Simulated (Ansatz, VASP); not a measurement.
# One calculation of In, two programs

```
In
1.0
    -1.65427    1.65427    2.33788
     1.65427   -1.65427    2.33788
     1.65427    1.65427   -2.33788
In
1
Direct
  0.00000 0.00000 0.00000
```

Alike in both runs: task single point; functional r2SCAN; k mesh 18 × 18 × 18; occupations gaussian, width 0.1 eV; no spin polarisation.

```csv
,VASP,Ansatz
version,VASP 6.6.1,Ansatz 0.2.0
potentials or method,"VASP PAW PBE potentials, release 64 (In_d), cutoff 520 eV","scalar-relativistic, plane waves, PAW"
valence electrons in the cell,13,13
```

```csv
,VASP,Ansatz,Ansatz less VASP
gap on the k mesh at the Fermi level (eV),none,none,-
pressure (GPa),1.3,1.3,-0.01
```

VASP's potentials were made for PBE, not for r2SCAN. A gap of «none» marks a metal or a gap that the smearing closes.
